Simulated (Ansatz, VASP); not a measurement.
## ZnAg2S2: VASP beside Ansatz

INCAR

```
SYSTEM = ZnAg2S2
PREC     = Accurate       ! precision mode
ENCUT    = 520            ! plane-wave cutoff, eV
EDIFF    = 1E-7           ! SCF threshold, eV
ISMEAR   = 0              ! smearing method
SIGMA    = 0.1            ! smearing width, eV
LREAL    = .False.        ! projectors in reciprocal space
LASPH    = .True.         ! aspherical terms in the spheres
NELM     = 150            ! most SCF steps
ALGO     = Normal         ! electronic algorithm
ISIF     = 2              ! what is computed and relaxed
LWAVE    = .False.        ! write WAVECAR
LCHARG   = .False.        ! write CHGCAR
ISPIN    = 2              ! spin polarisation
MAGMOM   = 0 1 1 0 0      ! initial moments
LORBIT   = 11             ! projections on sites
LMAXMIX  = 4              ! l up to which the mixer works
GGA      = PE             ! functional
NBANDS   = 35             ! bands
```

File KPOINTS:

```
Automatic mesh
0
Gamma
  6 6 2
  0 0 0
```

File POSCAR:

```
ZnAg2S2
1.0
    4.2797958600      0.0000000000      0.0000000000
   -2.1398979300      3.7064119400      0.0000000000
    0.0000000000      0.0000000000      8.0133778600
Zn Ag S
1 2 2
Direct
    0.6666666700      0.3333333300      0.0000000000
    0.6666666700      0.3333333300      0.5000000000
    0.0000000000      0.0000000000      0.0000000000
    0.3333333300      0.6666666700      0.7122960100
    0.3333333300      0.6666666700      0.2877039900
```

Input for Ansatz:

```yaml
crystal:
  lattice:
    - [4.27979586, 0.0, 0.0]
    - [-2.13989793, 3.70641194, 0.0]
    - [0.0, 0.0, 8.01337786]
  atoms:
    - { symbol: Zn, position: [0.66666667, 0.33333333, 0.0] }
    - { symbol: Ag, position: [0.66666667, 0.33333333, 0.5], spin: 1.0 }
    - { symbol: Ag, position: [0.0, 0.0, 0.0], spin: 1.0 }
    - { symbol: S, position: [0.33333333, 0.66666667, 0.71229601] }
    - { symbol: S, position: [0.33333333, 0.66666667, 0.28770399] }
basis:
  ecutwfc: 420
kpoints:
  mp_grid: { grid: [6, 6, 2] }
hamiltonian:
  xc: pbe
scf:
  occupations: { method: gaussian, width: 0.1 }
  lower_state_search: "off"
output:
  forces: true
  stress: true
  eigenvalues: true
  populations: true
magnetization:
  spin_polarized: true
```

Change from the starting cell: species swapped into the Sr2ZnSb2 type (P-6m2, No. 187).

Alike in both runs: task single point; functional PBE; k mesh 6 × 6 × 2; occupations gaussian, width 0.1 eV; collinear spin.

```csv
,VASP,Ansatz
version,VASP 6.6.1,Ansatz 0.2.0
potentials or method,"VASP PAW PBE potentials, release 64 (Zn, Ag, S), cutoff 520 eV","scalar-relativistic, plane waves, PAW"
valence electrons in the cell,46,62
```

Ansatz gave:

| Item | Value |
| --- | --- |
| gap on the k mesh at the Fermi level (eV) | none |
| pressure (GPa) | -6.7 |
| traceless stress, the component that is largest in VASP (GPa) | -5.28 |
| rms of the force components (eV/Å) | 0.088 |
| net moment per atom (μB) | 0.18 |
| size of the moment on the site where the two differ most (μB) | 0.36 |

Question: Estimate VASP's values.

Answer: gap on the k mesh at the Fermi level (eV): none; pressure (GPa): -6.7; traceless stress, the component that is largest in VASP (GPa): -5.35; rms of the force components (eV/Å): 0.088; net moment per atom (μB): 0.18; size of the moment on the site where the two differ most (μB): 0.27.

Site moments also hang on the region over which each program counts them. Atom by atom the forces differ by 0.000 eV/Å (rms over components). A gap of «none» marks a metal or a gap that the smearing closes. VASP's potentials hold 46 valence electrons a cell and Ansatz's 62, so a difference there can come from the potentials and not from the codes.

The k mesh is coarse, so the values compare programs but aren't converged.
